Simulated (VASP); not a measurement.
A run of VASP 6.6.1 is set up as follows.

Contents of INCAR:

```
PREC     = Accurate       # precision mode
ENCUT    = 600            # plane-wave cutoff, eV
EDIFF    = 1E-6           # SCF threshold, eV
ISMEAR   = 0              # smearing method
SIGMA    = 0.01           # smearing width, eV
LREAL    = F              # projectors in reciprocal space
LASPH    = T              # aspherical terms in the spheres
NELM     = 100            # most SCF steps
ALGO     = Normal         # electronic algorithm
ISIF     = 3              # what is computed and relaxed
LWAVE    = F              # write WAVECAR
LCHARG   = F              # write CHGCAR
GGA      = RP             # functional
IBRION   = 2              # ionic algorithm
NSW      = 50             # ionic steps
EDIFFG   = -0.01          # ionic threshold
```

The input KPOINTS:

```
regular mesh
0
Gamma
  7 7 7
```

The input POSCAR:

```
LiF
1.0
    0.0000000000      2.0140000000      2.0140000000
    2.0140000000      0.0000000000      2.0140000000
    2.0140000000      2.0140000000      0.0000000000
Li F
1 1
Direct
    0.0000000000      0.0000000000      0.0000000000
    0.5000000000      0.5000000000      0.5000000000
```

Potentials or basis: VASP PAW PBE potentials, release 64 (Li_sv, F).

Launch:

```console
$ cat potpaw_PBE.64/Li_sv/POTCAR potpaw_PBE.64/F/POTCAR > POTCAR
$ mpirun -np 1 vasp_std > vasp.out
```

(1) Estimate the band gap on the k mesh.

(2) What does it give for the relaxed cell?

(3) Estimate the relaxed volume.

Results:

(1) 8.69 eV, direct.

(2) a = 2.924 Å, b = 2.924 Å, c = 2.924 Å, α = 60.00°, β = 60.00°, γ = 60.00°.

(3) 8.84 Å³/atom.

Caveat: the cutoff is under 1.25 times the usual one of these potentials, so pressure, stress and relaxed cells hold a basis-set (Pulay) error; the PAW data sets were made with another functional, which shifts forces and pressure a little.
